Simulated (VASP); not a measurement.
# Y in VASP: a series of runs

Y is run at these levels: PBE; tasks: electric field gradients.

All numbers are computed with VASP 6.6.1; they aren't measurements. Logs are shortened: lines on timing, memory, paths and dates and some standing lists are left out, and cuts for length are marked.

### Step 1. The cell of the first run

Symmetry: I4/mmm, No. 139, tetragonal system. Conventional cell: a = 3.532 Å, b = 3.532 Å, c = 4.920 Å, α = 90.00°, β = 90.00°, γ = 90.00°. Within 4.6 Å of Y (site symmetry 4/mmm) lie 12 Y at 3.51 to 3.53 Å.

### Step 2. Electric field gradients, PBE (z stretched by -1 % at fixed volume)

Contents of INCAR:

```
SYSTEM = Y
ALGO = Normal
EDIFF = 1E-8
ENCUT = 520
GGA = PE
ISIF = 2
ISMEAR = -1
LASPH = .True.
LCHARG = .False.
LEFG = .True.
LREAL = .False.
LWAVE = .False.
NBANDS = 12
NELM = 80
PREC = Accurate
SIGMA = 0.05
```

Contents of KPOINTS:

```
k-points
0
Gamma
  13 13 13
  0 0 0
```

Contents of POSCAR:

```
Y
1.0
    0.0000000000      2.4975189710      2.4601500000
    2.4975189710      0.0000000000      2.4601500000
    2.4975189710      2.4975189710      0.0000000000
Y
1
Direct
    0.0000000000      0.0000000000      0.0000000000
```

Potentials or basis: VASP PAW PBE potentials, release 64 (Y_sv).

The run is started by

```console
cat potpaw_PBE.64/Y_sv/POTCAR > POTCAR
mpirun -np 1 vasp_std > vasp.out
```

OUTCAR:

```text
SYSTEM = Y
   EDIFF = 1E-8
   ENCUT = 520
   GGA = PE
   ISIF = 2
   ISMEAR = -1
   LASPH = .True.
   LREAL = .False.
   NELM = 80
   PREC = Accurate

 ion  position               nearest neighbor table
   1  0.000  0.000  0.000-

  LATTYP: Found a body centered tetragonal cell.
 ALAT       =     3.5320252011
 C/A-ratio  =     1.3930534806

  Lattice vectors:

 A1 = (   0.0000000000,  -2.4975189710,  -2.4601500000)
 A2 = (   0.0000000000,   2.4975189710,  -2.4601500000)
 A3 = (   2.4975189710,   0.0000000000,   2.4601500000)

Analysis of symmetry for initial positions (statically):
=====================================================================
 Subroutine PRICEL returns:
 Original cell was already a primitive cell.

 Routine SETGRP: Setting up the symmetry group for a
 body centered tetragonal supercell.

 Subroutine GETGRP returns: Found 16 space group operations
 (whereof 16 operations were pure point group operations)
 out of a pool of 16 trial point group operations.

The static configuration has the point symmetry D_4h.

Analysis of symmetry for dynamics (positions and initial velocities):
=====================================================================
 Subroutine PRICEL returns:
 Original cell was already a primitive cell.

 Routine SETGRP: Setting up the symmetry group for a
 body centered tetragonal supercell.

 Subroutine GETGRP returns: Found 16 space group operations
 (whereof 16 operations were pure point group operations)
 out of a pool of 16 trial point group operations.

The dynamic configuration has the point symmetry D_4h.

 Subroutine INISYM returns: Found 16 space group operations
 (whereof 16 operations are pure point group operations),
 and found     1 'primitive' translations

----------------------------------------------------------------------------------------

                                     Primitive cell

  volume of cell :      30.6909

  direct lattice vectors                    reciprocal lattice vectors
     0.000000000  2.497518971  2.460150000    -0.200198679  0.200198679  0.203239640
     2.497518971  0.000000000  2.460150000     0.200198679 -0.200198679  0.203239640
     2.497518971  2.497518971  0.000000000     0.200198679  0.200198679 -0.203239640
[... 121 lines left out ...]

 Free energy of the ion-electron system (eV)
  ---------------------------------------------------
  ext. energy  EPLUGINS =         0.00000000
  ---------------------------------------------------
  free energy    TOTEN  =        -6.40242601 eV

  energy without entropy =       -6.39079293  energy(sigma->0) =       -6.39660947

 E-fermi :   3.3858     XC(G=0):  -9.6889

 val. band max:        3.3855565736   @ k =   0.3077   0.2308   0.0000
 cond. band min:       3.3874319079   @ k =  -0.2308   0.3846   0.1538
 fundamental gap:      0.0018753342
 Fermi energy:         3.3857841585

 k-point     1 :       0.0000    0.0000    0.0000
  band No.  band energies     occupation
      1     -39.1529      2.00000
      2     -18.8038      2.00000
      3     -18.8038      2.00000
      4     -18.8027      2.00000
      5      -1.4538      2.00000
      6       5.1972      0.00000
      7       5.1972      0.00000
      8       5.3223      0.00000
      9       7.2980      0.00000
     10       7.4825      0.00000
     11      12.5267      0.00000
     12      15.8773      0.00000
[... 331 lines left out ...]
 k-point    24 :       0.4615    0.1538    0.0000
  band No.  band energies     occupation
      1     -39.0659      2.00000
      2     -19.4079      2.00000
      3     -18.9638      2.00000
      4     -18.9362      2.00000
      5       1.6767      2.00000
      6       3.5313      0.10321
      7       4.6572      0.00000
      8       5.5867      0.00000
      9       8.6368      0.00000
     10       9.0502      0.00000
     11      11.7655      0.00000
     12      13.9335      0.00000

 [... further k-points ...]
[... 5 lines left out ...]
  --------------------------------------------------------------------------------------
  -------------------------------------------------------------------------------------
  Total        0.4045899      0.4045899      0.4917196      0.0000000     -0.0000000     -0.0000000
  in kB       21.1210961     21.1210961     25.6695906      0.0000000     -0.0000000     -0.0000000
  external PRESSURE =      22.6372609 kB  Pullay stress =       0.0000000 kB

 VOLUME and BASIS-vectors are now :
 -----------------------------------------------------------------------------
  energy-cutoff  :      520.00
  volume of cell :       30.69
      direct lattice vectors                 reciprocal lattice vectors
     0.000000000  2.497518971  2.460150000    -0.200198679  0.200198679  0.203239640
     2.497518971  0.000000000  2.460150000     0.200198679 -0.200198679  0.203239640
     2.497518971  2.497518971  0.000000000     0.200198679  0.200198679 -0.203239640

 POSITION                                       TOTAL-FORCE (eV/Angst)
 -----------------------------------------------------------------------------------
      0.00000      0.00000      0.00000        -0.000000      0.000000      0.000000
 -----------------------------------------------------------------------------------
    total drift:                               -0.000000     -0.000000     -0.000000

  FREE ENERGIE OF THE ION-ELECTRON SYSTEM (eV)
  ---------------------------------------------------
  free  energy   TOTEN  =        -6.4024260073 eV

  energy  without entropy=       -6.3907929345  energy(sigma->0) =       -6.39660947

 Electric field gradients (V/A^2)
---------------------------------------------------------------------
 ion       V_xx      V_yy      V_zz      V_xy      V_xz      V_yz
---------------------------------------------------------------------
   1      -0.642    -0.642     1.284     0.000     0.000     0.000
---------------------------------------------------------------------

 Electric field gradients after diagonalization (V/A^2)
 (convention: |V_zz| > |V_xx| > |V_yy|)
----------------------------------------------------------------------
 ion       V_xx      V_yy      V_zz     asymmetry (V_yy - V_xx)/ V_zz
----------------------------------------------------------------------
   1      -0.642    -0.642     1.284       0.000
----------------------------------------------------------------------

           NMR quadrupolar parameters

 Cq : quadrupolar parameter    Cq=e*Q*V_zz/h
 eta: asymmetry parameters     (V_yy - V_xx)/ V_zz
 Q  : nuclear electric quadrupole moment in mb (millibarn)
----------------------------------------------------------------------
 ion       Cq(MHz)       eta       Q (mb)
----------------------------------------------------------------------
   1       0.003       0.000       1.000
----------------------------------------------------------------------
```

stdout:

```text
POSCAR found type information on POSCAR Y
 POSCAR found :  1 types and       1 ions
 scaLAPACK will be used
 LDA part: xc-table for (Slater+PW92), standard interpolation
 POSCAR, INCAR and KPOINTS ok, starting setup
 FFT: planning ... GRIDC
 FFT: planning ... GRID_SOFT
 FFT: planning ... GRID
 WAVECAR not read
 entering main loop
ion   1
```

Wall time 54 s (1 thread of AMD EPYC 7R13 (Zen 3), shared host); peak memory 0.2 GiB.

What came out:

* Free energy: -6.4024 eV
* Pressure: 2.3 GPa
* Band gap on the k mesh: zero (an odd number of electrons rules out a gap without spin polarisation)
* Largest electric field gradient by atom: Y +1.3 V/Å²

Stress tensor (GPa, compression positive):
```
2.11 0.00 0.00
0.00 2.11 0.00
0.00 0.00 2.57
```

Electric field gradients, principal values (V/Å²):
```tsv
atom	least	middle	greatest (by size)
1 Y	-0.642	-0.642	1.284
```

Caveat: without QUAD_EFG the Cq values of the log hold for a quadrupole moment of 1 mb, not for the nuclei.

### Step 3. Electric field gradients, PBE

Contents of INCAR:

```
ALGO = Normal ; EDIFF = 1E-8
ENCUT = 520 ; GGA = PE
ISIF = 2 ; ISMEAR = -4
LASPH = True ; LCHARG = False
LEFG = True ; LREAL = False
LWAVE = False ; NBANDS = 12
NELM = 80 ; PREC = Accurate
SIGMA = 0.1
```

Contents of KPOINTS:

```
k-points
0
Gamma
  13 13 13
```

POSCAR is that of step 2.

Potentials or basis: VASP PAW PBE potentials, release 64 (Y_sv).

The run is started by

```console
cat potpaw_PBE.64/Y_sv/POTCAR > POTCAR
mpirun -np 1 vasp_std > vasp.out
```

OUTCAR:

```text
EDIFF = 1E-8
   ENCUT = 520
   GGA = PE
   ISIF = 2
   ISMEAR = -4
   LASPH = True
   LREAL = False
   NELM = 80
   PREC = Accurate

 ion  position               nearest neighbor table
   1  0.000  0.000  0.000-

  LATTYP: Found a body centered tetragonal cell.
 ALAT       =     3.5320252011
 C/A-ratio  =     1.3930534806

  Lattice vectors:

[... 570 lines left out ...]
 -----------------------------------------------------------------------------------
    total drift:                               -0.000000     -0.000000     -0.000000

  FREE ENERGIE OF THE ION-ELECTRON SYSTEM (eV)
  ---------------------------------------------------
  free  energy   TOTEN  =        -6.3823996152 eV

  energy  without entropy=       -6.3823996152  energy(sigma->0) =       -6.38239962

 Electric field gradients (V/A^2)
---------------------------------------------------------------------
 ion       V_xx      V_yy      V_zz      V_xy      V_xz      V_yz
---------------------------------------------------------------------
   1      -0.575    -0.575     1.149     0.000     0.000     0.000
---------------------------------------------------------------------

 Electric field gradients after diagonalization (V/A^2)
 (convention: |V_zz| > |V_xx| > |V_yy|)
----------------------------------------------------------------------
 ion       V_xx      V_yy      V_zz     asymmetry (V_yy - V_xx)/ V_zz
----------------------------------------------------------------------
   1      -0.575    -0.574     1.149       0.000
----------------------------------------------------------------------

           NMR quadrupolar parameters

 Cq : quadrupolar parameter    Cq=e*Q*V_zz/h
 eta: asymmetry parameters     (V_yy - V_xx)/ V_zz
 Q  : nuclear electric quadrupole moment in mb (millibarn)
----------------------------------------------------------------------
 ion       Cq(MHz)       eta       Q (mb)
----------------------------------------------------------------------
   1       0.003       0.000       1.000
----------------------------------------------------------------------
```

stdout:

```text
POSCAR found type information on POSCAR Y
 POSCAR found :  1 types and       1 ions
 scaLAPACK will be used
 LDA part: xc-table for (Slater+PW92), standard interpolation
 POSCAR, INCAR and KPOINTS ok, starting setup
 FFT: planning ... GRIDC
 FFT: planning ... GRID_SOFT
 FFT: planning ... GRID
 WAVECAR not read
 entering main loop
ion   1

 -----------------------------------------------------------------------------
|                                                                             |
|           W    W    AA    RRRRR   N    N  II  N    N   GGGG   !!!           |
|           W    W   A  A   R    R  NN   N  II  NN   N  G    G  !!!           |
|           W    W  A    A  R    R  N N  N  II  N N  N  G       !!!           |
|           W WW W  AAAAAA  RRRRR   N  N N  II  N  N N  G  GGG   !            |
|           WW  WW  A    A  R   R   N   NN  II  N   NN  G    G                |
|           W    W  A    A  R    R  N    N  II  N    N   GGGG   !!!           |
|                                                                             |
|     Tetrahedron method does not include variations of the Fermi             |
|     occupations, so forces and stress will be inaccurate. We suggest        |
|     using a different smearing scheme ISMEAR = 1 or 2 for metals in         |
|     relaxations.                                                            |
|                                                                             |
 -----------------------------------------------------------------------------
```

Wall time 53 s (1 thread of AMD EPYC 7R13 (Zen 3), shared host); peak memory 0.21 GiB.

What came out:

```
Free energy                             : -6.3824 eV
Pressure                                : 2.3 GPa
Band gap on the k mesh                  : zero (an odd number of electrons rules out a gap without spin polarisation)
Largest electric field gradient by atom : Y +1.1 V/Å²
```

Levels at points of the mesh, in eV from the Fermi level:
```tsv
k point	band 3	band 4	band 5	band 6	band 7	band 8
(0.00, 0.00, 0.00)	-22.18	-22.18	-4.83	1.82	1.82	1.95
```

Electric field gradients, principal values (V/Å²):
```
atom   least  middle  greatest (by size)
 1 Y  -0.574  -0.575               1.149
```

Caveat: without QUAD_EFG the Cq values of the log hold for a quadrupole moment of 1 mb, not for the nuclei.

(Part 1 of 2 ends here.)
